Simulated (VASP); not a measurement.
BeS, 2 atoms in the cell. The structure is cubic, space group F-43m (No. 216). The conventional cell has a = 3.990 Å, b = 3.990 Å, c = 3.990 Å, α = 90.00°, β = 90.00°, γ = 90.00°. Within 2.3 Å of Be (site symmetry -43m) lie 4 S at 1.73 Å. S (site symmetry -43m) has 4 Be at 1.73 Å within 2.3 Å.  This cell differs from its parent crystal: volume scaled by 0.55.

* Program: VASP 6.6.1
* Task: electric field gradients
* Functional: PBE
* Potentials or basis: VASP PAW PBE potentials, release 64 (Be, S)
* Cutoff: 520 eV
* k mesh: 10 × 10 × 10
* Occupations: fermi-dirac, width 0.03 eV
* Spin: no spin polarisation
* Dipole correction: no
* Further INCAR settings: ALGO = Normal; EDIFF = 1e-08; NBANDS = 11

Potentials or basis: VASP PAW PBE potentials, release 64 (Be, S).

Run with:

```bash
$ cat potpaw_PBE.64/Be/POTCAR potpaw_PBE.64/S/POTCAR > POTCAR
$ mpirun -np 1 vasp_std > vasp.out
```

Hardware: 1 thread of Intel Xeon 6975P-C, on a shared host.

Task: Estimate the wall time of this run.

Result: It took 4.7 s on 1 thread of Intel Xeon 6975P-C (shared host), peak memory 0.13 GiB. Counts: scf iterations 13, k points 47.
